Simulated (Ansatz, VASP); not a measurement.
Sb: VASP beside Ansatz

INCAR

```
SYSTEM = Sb
  PREC = Accurate
  ENCUT = 400
  EDIFF = 1E-8
  ISMEAR = -1
  SIGMA = 0.08
  LREAL = .False.
  LASPH = .True.
  NELM = 120
  ALGO = Normal
  ISIF = 2
  LWAVE = .False.
  LCHARG = .False.
  GGA = PE
  LEFG = .True.
  NBANDS = 8
  GGA_COMPAT = .False.
```

The input KPOINTS:

```
regular mesh
0
Gamma
  12 12 12
  0 0 0
```

Contents of POSCAR:

```
Sb
1.0
    3.1809277622      0.0000000000      0.0000000000
    0.0000000000      3.1809277622      0.0000000000
    0.0000000000      0.0000000000      3.1809277622
Sb
1
Direct
    0.0000000000      0.0000000000      0.0000000000
```

Input for Ansatz:

```yaml
crystal:
  lattice:
    - [3.1809277622, 0.0, 0.0]
    - [0.0, 3.1809277622, 0.0]
    - [0.0, 0.0, 3.1809277622]
  atoms:
    - { symbol: Sb, position: [0.0, 0.0, 0.0] }
kpoints:
  mp_grid: { grid: [12, 12, 12] }
scf:
  occupations: { method: fermi_dirac, width: 0.08 }
hamiltonian:
  xc: pbe
  pseudopotentials: { kind: paw }
output:
  forces: true
  stress: true
  eigenvalues: true
  efg: { contact_densities: true }
```

Change from the starting cell: volume scaled by 1.02, PAW files.

Alike in both runs: task electric field gradients; functional PBE; k mesh 12 × 12 × 12; occupations fermi-dirac, width 0.08 eV; no spin polarisation.

|  | VASP | Ansatz |
| --- | --- | --- |
| version | VASP 6.6.1 | Ansatz 0.2.0 |
| potentials or method | VASP PAW PBE potentials, release 64 (Sb) | PAW with Ansatz's default frozen-core files, scalar-relativistic |
| plane-wave cutoff (eV) | 400 | 420 |
| valence electrons in the cell | 5 | 15 |

VASP gave:

- pressure (GPa): -3.1

Task: Estimate Ansatz's values.

Result: Pressure (GPa): -3.0.

VASP's potentials hold 5 valence electrons a cell and Ansatz's 15, so a difference there can come from the potentials and not from the codes.

Spin-orbit coupling is off throughout.
